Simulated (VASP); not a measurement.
# KBr (Fm-3m) in VASP: notebook, part 2 of 2

VASP 6.6.1.

## Step 3: Single point, PBE

Input file INCAR:

```
ALGO = Normal
EDIFF = 1E-6
ENCUT = 520
GGA = PE
ISIF = 2
ISMEAR = 0
LASPH = True
LCHARG = False
LREAL = False
LWAVE = False
NBANDS = 15
NELM = 60
PREC = Accurate
SIGMA = 0.026000000000000002
```

Input file KPOINTS:

```
k-points
0
Gamma
  7 7 7
```

Input file POSCAR:

```
KBr
1.0
    0.0000000000      3.3000000000      3.3000000000
    3.3000000000      0.0000000000      3.3000000000
    3.3000000000      3.3000000000      0.0000000000
Br K
1 1
Direct
    0.5000000000      0.5000000000      0.5000000000
    0.0000000000      0.0000000000      0.0000000000
```

Potentials or basis: VASP PAW PBE potentials, release 64 (Br, K_sv).

Started as:

```
cat potpaw_PBE.64/Br/POTCAR potpaw_PBE.64/K_sv/POTCAR > POTCAR
mpirun -np 1 vasp_std > vasp.out
```

OUTCAR:

```text
EDIFF = 1E-6
   ENCUT = 520
   GGA = PE
   ISIF = 2
   ISMEAR = 0
   LASPH = True
   LREAL = False
   NELM = 60
   PREC = Accurate

 ion  position               nearest neighbor table
   1  0.500  0.500  0.500-   2 3.30   2 3.30   2 3.30   2 3.30   2 3.30   2 3.30
   2  0.000  0.000  0.000-   1 3.30   1 3.30   1 3.30   1 3.30   1 3.30   1 3.30

  LATTYP: Found a face centered cubic cell.
 ALAT       =     6.6000000000

  Lattice vectors:

 A1 = (   0.0000000000,   3.3000000000,   3.3000000000)
 A2 = (   3.3000000000,   0.0000000000,   3.3000000000)
 A3 = (   3.3000000000,   3.3000000000,   0.0000000000)

Analysis of symmetry for initial positions (statically):
=====================================================================
 Subroutine PRICEL returns:
 Original cell was already a primitive cell.

 Routine SETGRP: Setting up the symmetry group for a
 face centered cubic supercell.

 Subroutine GETGRP returns: Found 48 space group operations
 (whereof 48 operations were pure point group operations)
 out of a pool of 48 trial point group operations.

The static configuration has the point symmetry O_h .

Analysis of symmetry for dynamics (positions and initial velocities):
=====================================================================
 Subroutine PRICEL returns:
 Original cell was already a primitive cell.

 Routine SETGRP: Setting up the symmetry group for a
 face centered cubic supercell.

 Subroutine GETGRP returns: Found 48 space group operations
 (whereof 48 operations were pure point group operations)
 out of a pool of 48 trial point group operations.

The dynamic configuration has the point symmetry O_h .

 Subroutine INISYM returns: Found 48 space group operations
 (whereof 48 operations are pure point group operations),
 and found     1 'primitive' translations

----------------------------------------------------------------------------------------

                                     Primitive cell

  volume of cell :      71.8740

  direct lattice vectors                    reciprocal lattice vectors
[... 113 lines left out ...]
 non-spin polarized calculation
 Gauss-broadening in eV      SIGMA  =   0.03
  energy-cutoff  :      520.00
  volume of cell :       71.87
 maximum number of plane-waves:      1948
   NGX = 17   NGY = 17   NGZ = 17

 number of electron      15.9999997 magnetization

 Free energy of the ion-electron system (eV)
  ---------------------------------------------------
  ext. energy  EPLUGINS =         0.00000000
  ---------------------------------------------------
  free energy    TOTEN  =        -6.21508458 eV

  energy without entropy =       -6.21508458  energy(sigma->0) =       -6.21508458

 E-fermi :  -1.5293     XC(G=0):  -7.3706

 val. band max:       -1.7406308994   @ k =   0.0000   0.0000   0.0000
 cond. band min:       2.6932906658   @ k =   0.0000   0.0000   0.0000
 fundamental gap:      4.4339215652
 Fermi energy:        -1.5292852356

 k-point     1 :       0.0000    0.0000    0.0000
  band No.  band energies     occupation
      1     -29.5217      2.00000
      2     -14.0328      2.00000
      3     -12.9990      2.00000
      4     -12.9990      2.00000
      5     -12.9990      2.00000
      6      -1.7406      2.00000
      7      -1.7406      2.00000
      8      -1.7406      2.00000
      9       2.6933      0.00000
     10       5.8635      0.00000
     11       5.8635      0.00000
     12       5.8635      0.00000
     13       6.6868      0.00000
     14       6.6868      0.00000
[... 329 lines left out ...]
      2     -14.0469      2.00000
      3     -13.0657      2.00000
      4     -13.0420      2.00000
      5     -12.8976      2.00000
      6      -2.4147      2.00000
      7      -2.3662      2.00000
      8      -2.1588      2.00000
      9       5.3125      0.00000
     10       6.0447      0.00000
     11       6.5910      0.00000
     12       7.3080      0.00000
     13       8.7308      0.00000
     14       8.7450      0.00000
     15       9.5373      0.00000

------------------------ aborting loop because EDIFF is reached ----------------------------------------

  FORCE on cell =-STRESS in cart. coord.  units (eV):
  Direction    XX          YY          ZZ          XY          YZ          ZX
  --------------------------------------------------------------------------------------
  -------------------------------------------------------------------------------------
  Total        0.3387944      0.3387944      0.3387944      0.0000000      0.0000000     -0.0000000
  in kB        7.5522262      7.5522262      7.5522262      0.0000000      0.0000000     -0.0000000
  external PRESSURE =       7.5522262 kB  Pullay stress =       0.0000000 kB

 VOLUME and BASIS-vectors are now :
 -----------------------------------------------------------------------------
  energy-cutoff  :      520.00
  volume of cell :       71.87
      direct lattice vectors                 reciprocal lattice vectors
     0.000000000  3.300000000  3.300000000    -0.151515152  0.151515152  0.151515152
     3.300000000  0.000000000  3.300000000     0.151515152 -0.151515152  0.151515152
     3.300000000  3.300000000  0.000000000     0.151515152  0.151515152 -0.151515152

 POSITION                                       TOTAL-FORCE (eV/Angst)
 -----------------------------------------------------------------------------------
      3.30000      3.30000      3.30000         0.000000      0.000000      0.000000
      0.00000      0.00000      0.00000        -0.000000     -0.000000     -0.000000
 -----------------------------------------------------------------------------------
    total drift:                                0.000000      0.000000      0.000000

  FREE ENERGIE OF THE ION-ELECTRON SYSTEM (eV)
  ---------------------------------------------------
  free  energy   TOTEN  =        -6.2150845752 eV

  energy  without entropy=       -6.2150845752  energy(sigma->0) =       -6.21508458
```

It took 62 s on 1 thread of AMD EPYC, shared host; peak memory 0.18 GiB.

What came out:

```yaml
Free_energy: -6.2151 eV
Pressure: 0.8 GPa
Band_gap_on_the_k_mesh: 4.43 eV, direct
```

Levels at points of the mesh, in eV from the valence-band top:
| k point | band 6 | band 7 | band 8 | band 9 | band 10 | band 11 |
| --- | --- | --- | --- | --- | --- | --- |
| (0.00, 0.00, 0.00) | 0.00 | 0.00 | 0.00 | 4.43 | 7.60 | 7.60 |

A k mesh can miss the band edges. As with any semilocal functional, this PBE gap is likely too small.

## Step 4: Single point, PBE+D4

This run uses another cell than the first one, of 36.03 Å³/atom, 1.003 times its volume.

Input file INCAR:

```
SYSTEM = KBr
ALGO = Normal ; EDIFF = 1E-6
ENCUT = 520 ; GGA = PE
ISIF = 2 ; ISMEAR = -1
IVDW = 13 ; LASPH = .TRUE.
LCHARG = .TRUE. ; LELF = .TRUE.
LREAL = .FALSE. ; LVHAR = .TRUE.
LWAVE = .FALSE. ; NBANDS = 15
NELM = 80 ; PREC = Accurate
SIGMA = 0.05
```

Input file KPOINTS:

```
k-points
0
G
  7 7 7
  0 0 0
```

Input file POSCAR:

```
KBr
1.0
    0.0000000000      3.3029067808      3.3029067808
    3.3029067808      0.0000000000      3.3029067808
    3.3029067808      3.3029067808      0.0000000000
Br K
1 1
Direct
    0.5000000000      0.5000000000      0.5000000000
    0.0000000000      0.0000000000      0.0000000000
```

Started as:

```
cat potpaw_PBE.64/Br/POTCAR potpaw_PBE.64/K_sv/POTCAR > POTCAR
mpirun -np 1 vasp_std > vasp.out
```

It took 68 s on 1 thread of AMD EPYC, shared host; peak memory 0.18 GiB.

The run converged. Its results:

```
Free energy                : -6.4588 eV
Pressure                   : 0.1 GPa
Band gap on the k mesh     : 4.43 eV, direct
Dispersion energy per atom : -0.121 eV
```

Levels at points of the mesh, in eV from the valence-band top:
```tsv
k point	band 5	band 6	band 7	band 8	band 9	band 10	band 11	band 12
(0.00, 0.00, 0.00)	-11.26	0.00	0.00	0.00	4.43	7.60	7.60	7.60
```

A k mesh can miss the band edges.

## Step 5: The runs side by side

```tsv
level	cell	smearing	gap on the mesh (eV)	pressure (GPa)
PBE	a = 4.667 Å, angles 60.0°, 2 atoms	gaussian 0.025 eV	4.43	0.8
PBE	a = 4.667 Å, angles 60.0°, 2 atoms	gaussian 0.026 eV	4.43	0.8
PBE+D4	a = 4.671 Å, angles 60.0°, 2 atoms	fermi-dirac 0.05 eV	4.43	0.1
```

Alike in all rows: task single point; potentials or basis VASP PAW PBE potentials, release 64 (Br, K_sv); no spin polarisation; k mesh 7 × 7 × 7; cutoff (eV) 520.

Total energies depend on the potentials used, so only differences within one code and one set of settings carry meaning.
